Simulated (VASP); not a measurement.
# Sn (Pm-3m) in VASP: a series of runs, part 3 of 3

VASP 6.6.1. Earlier steps stand in the parts before.

## Step 5: Single point, PBE

This run uses another cell than the first one, of 31.57 Å³/atom.

Input file INCAR:

```
SYSTEM = Sn
  ALGO = Normal
  EDIFF = 1E-6
  ENCUT = 500
  GGA = PE
  GGA_COMPAT = .FALSE.
  ISIF = 2
  ISMEAR = 0
  LASPH = .TRUE.
  LCHARG = .FALSE.
  LREAL = .FALSE.
  LWAVE = .FALSE.
  NBANDS = 28
  NELM = 120
  PREC = Accurate
  SIGMA = 0.1
```

Input file KPOINTS:

```
k-points
0
G
  10 10 10
  0 0 0
```

Input file POSCAR:

```
Sn
1.0
    4.5581617388      0.0000000000      0.0000000000
    0.0000000000      4.5581617388      0.0000000000
    0.0000000000      0.0000000000      4.5581617388
Sn
3
Direct
    0.5000000000      0.0000000000      0.0000000000
    0.0000000000      0.5000000000      0.0000000000
    0.0000000000      0.0000000000      0.5000000000
```

Potentials or basis: VASP PAW PBE potentials, release 64 (Sn_d).

Run with:

```
cat potpaw_PBE.64/Sn_d/POTCAR > POTCAR
mpirun -np 1 vasp_std > vasp.out
```

OUTCAR:

```text
SYSTEM = Sn
   EDIFF = 1E-6
   ENCUT = 500
   GGA = PE
   ISIF = 2
   ISMEAR = 0
   LASPH = .TRUE.
   LREAL = .FALSE.
   NELM = 120
   PREC = Accurate

 ion  position               nearest neighbor table
   1  0.500  0.000  0.000-   2 3.22   3 3.22   3 3.22   2 3.22   2 3.22   3 3.22   3 3.22   2 3.22

   2  0.000  0.500  0.000-   1 3.22   3 3.22   3 3.22   1 3.22   3 3.22   3 3.22   1 3.22   1 3.22

   3  0.000  0.000  0.500-   1 3.22   2 3.22   1 3.22   2 3.22   2 3.22   2 3.22   1 3.22   1 3.22

  LATTYP: Found a simple cubic cell.
 ALAT       =     4.5581617388

  Lattice vectors:

 A1 = (   4.5581617388,   0.0000000000,   0.0000000000)
 A2 = (   0.0000000000,   4.5581617388,   0.0000000000)
 A3 = (   0.0000000000,   0.0000000000,   4.5581617388)

Analysis of symmetry for initial positions (statically):
=====================================================================
 Subroutine PRICEL returns:
 Original cell was already a primitive cell.

 Routine SETGRP: Setting up the symmetry group for a
 simple cubic supercell.

 Subroutine GETGRP returns: Found 48 space group operations
 (whereof 48 operations were pure point group operations)
[... 164 lines left out ...]

  energy without entropy =      -11.14370767  energy(sigma->0) =      -11.15032276

 E-fermi :   6.3553     XC(G=0):  -9.4747

 val. band max:        6.3536231909   @ k =   0.3000   0.2000   0.1000
 cond. band min:       6.3852640928   @ k =   0.4000   0.1000   0.1000
 fundamental gap:      0.0316409019
 Fermi energy:         6.3552949773

 k-point     1 :       0.0000    0.0000    0.0000
  band No.  band energies     occupation
      1     -15.2814      2.00000
      2     -15.2814      2.00000
      3     -15.2814      2.00000
      4     -15.2512      2.00000
      5     -15.1684      2.00000
      6     -15.1684      2.00000
[... 733 lines left out ...]
     27      11.1056      0.00000
     28      11.5756      0.00000

 [... further k-points ...]

------------------------ aborting loop because EDIFF is reached ----------------------------------------

  FORCE on cell =-STRESS in cart. coord.  units (eV):
  Direction    XX          YY          ZZ          XY          YZ          ZX
  --------------------------------------------------------------------------------------
  -------------------------------------------------------------------------------------
  Total       -0.0420899     -0.0420899     -0.0420899     -0.0000000     -0.0000000      0.0000000
  in kB       -0.7120651     -0.7120651     -0.7120651     -0.0000000     -0.0000000      0.0000000
  external PRESSURE =      -0.7120651 kB  Pullay stress =       0.0000000 kB

 VOLUME and BASIS-vectors are now :
 -----------------------------------------------------------------------------
  energy-cutoff  :      500.00
  volume of cell :       94.70
      direct lattice vectors                 reciprocal lattice vectors
     4.558161739  0.000000000  0.000000000     0.219386686  0.000000000  0.000000000
     0.000000000  4.558161739  0.000000000     0.000000000  0.219386686  0.000000000
     0.000000000  0.000000000  4.558161739     0.000000000  0.000000000  0.219386686

 POSITION                                       TOTAL-FORCE (eV/Angst)
 -----------------------------------------------------------------------------------
      2.27908      0.00000      0.00000         0.000000      0.000000      0.000000
      0.00000      2.27908      0.00000         0.000000      0.000000      0.000000
      0.00000      0.00000      2.27908         0.000000      0.000000      0.000000
 -----------------------------------------------------------------------------------
    total drift:                                0.000000      0.000000     -0.000000

  FREE ENERGIE OF THE ION-ELECTRON SYSTEM (eV)
  ---------------------------------------------------
  free  energy   TOTEN  =       -11.1569378636 eV

  energy  without entropy=      -11.1437076652  energy(sigma->0) =      -11.15032276
```

OSZICAR:

```text
N       E                     dE             d eps       ncg     rms          rms(c)
DAV:   1     0.376145368349E+03    0.37615E+03   -0.21550E+04  3156   0.221E+03
DAV:   2     0.349710296057E+02   -0.34117E+03   -0.33603E+03  3152   0.508E+02
DAV:   3    -0.936445290650E+01   -0.44335E+02   -0.43766E+02  3568   0.171E+02
DAV:   4    -0.111367788848E+02   -0.17723E+01   -0.17677E+01  3560   0.378E+01
DAV:   5    -0.111901954942E+02   -0.53417E-01   -0.53411E-01  3968   0.667E+00    0.245E+00
DAV:   6    -0.111620532505E+02    0.28142E-01   -0.60131E-02  3820   0.250E+00    0.135E+00
DAV:   7    -0.111558792015E+02    0.61740E-02   -0.45058E-02  3608   0.199E+00    0.192E-01
DAV:   8    -0.111567932077E+02   -0.91401E-03   -0.62889E-03  3336   0.890E-01    0.411E-02
DAV:   9    -0.111568949228E+02   -0.10172E-03   -0.29091E-04  4352   0.126E-01    0.272E-02
DAV:  10    -0.111569360994E+02   -0.41177E-04   -0.71705E-05  3276   0.622E-02    0.567E-03
DAV:  11    -0.111569374068E+02   -0.13074E-05   -0.82682E-06  3320   0.294E-02    0.284E-03
DAV:  12    -0.111569378636E+02   -0.45679E-06   -0.26420E-06  2588   0.684E-03
   1 F= -.11156938E+02 E0= -.11150323E+02  d E =-.132302E-01
```

stdout:

```text
POSCAR found type information on POSCAR Sn
 POSCAR found :  1 types and       3 ions
 scaLAPACK will be used
 LDA part: xc-table for (Slater+PW92), standard interpolation
 POSCAR, INCAR and KPOINTS ok, starting setup
 FFT: planning ... GRIDC
 FFT: planning ... GRID_SOFT
 FFT: planning ... GRID
 WAVECAR not read
 entering main loop
```

It took 2.5 min on 1 thread of Intel Xeon 8259CL, shared host; peak memory 0.26 GiB.

Results:

```yaml
Free_energy: -11.1569 eV
Pressure: -0.1 GPa
Band_gap_on_the_k_mesh: zero (bands 21 and 22 overlap by 3.67 eV)
```

Levels at points of the mesh, in eV from the Fermi level:
```csv
k point,band 18,band 19,band 20,band 21,band 22,band 23,band 24,band 25
"(0.00, 0.00, 0.00)",-4.11,-2.63,-2.63,-2.63,2.32,3.21,3.21,3.21
"(0.50, 0.00, 0.00)",-3.70,-1.43,-1.43,0.61,0.61,0.89,1.29,1.56
"(0.50, 0.50, 0.00)",-7.25,-3.44,-0.15,0.37,1.01,1.01,1.78,1.78
"(0.50, 0.50, 0.50)",-6.48,-5.09,-3.04,-3.04,-3.04,2.29,6.92,6.92
```

Caveat: spin-orbit coupling is left out, which moves the levels of the heavy elements.

## Step 6: Overview

| task | cell | k mesh | gap on the mesh (eV) | pressure (GPa) |
| --- | --- | --- | --- | --- |
| single point | a = 4.434 Å, 3 atoms | 4 × 4 × 4 | none | 4.0 |
| single point | a = 4.558 Å, 3 atoms | 4 × 4 × 4 | none | -0.3 |
| relaxation of cell and atoms | relaxed from a = 4.434 Å, 3 atoms | 4 × 4 × 4 | none | 0.0 |
| single point | a = 4.558 Å, 3 atoms | 10 × 10 × 10 | none | -0.1 |

Alike in all rows: level PBE; potentials or basis VASP PAW PBE potentials, release 64 (Sn_d); no spin polarisation; cutoff (eV) 500; smearing gaussian 0.1 eV.

Caveats: spin-orbit coupling is left out, which moves the levels of the heavy elements; the cell stands under pressure (at least some runs).

Total energies depend on the potentials used, so only differences within one code and one set of settings carry meaning.
